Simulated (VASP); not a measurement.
A run of VASP 6.6.1 is set up as follows.

The input INCAR:

```
SYSTEM = Zn
ALGO     = Normal         ! electronic algorithm
EDIFF    = 1E-6           ! SCF threshold, eV
ENCUT    = 520            ! plane-wave cutoff, eV
GGA      = PE             ! functional
ISIF     = 2              ! what is computed and relaxed
ISMEAR   = 0              ! smearing method
LASPH    = .True.         ! aspherical terms in the spheres
LCHARG   = .False.        ! write CHGCAR
LREAL    = .False.        ! projectors in reciprocal space
LWAVE    = .False.        ! write WAVECAR
NBANDS   = 12             ! bands
NELM     = 80             ! most SCF steps
PREC     = Accurate       ! precision mode
SIGMA    = 0.05           ! smearing width, eV
```

KPOINTS

```
k-points
0
Gamma
  18 18 18
  0 0 0
```

POSCAR

```
Zn
1.0
    1.5656354697      1.5656354697      1.5656354697
   -1.5656354697      1.5656354697      1.5656354697
   -1.5656354697     -1.5656354697      1.5656354697
Zn
1
Direct
    0.0000000000      0.0000000000      0.0000000000
```

Potentials or basis: VASP PAW PBE potentials, release 64 (Zn).

The run is started by

```bash
$ cat potpaw_PBE.64/Zn/POTCAR > POTCAR
$ mpirun -np 1 vasp_std > vasp.out
```

Question: What does it give for the pressure?

Answer: 0.4 GPa.

Question: What does it give for the band gap on the k mesh?

Answer: Zero (bands 6 and 7 overlap by 5.18 eV).
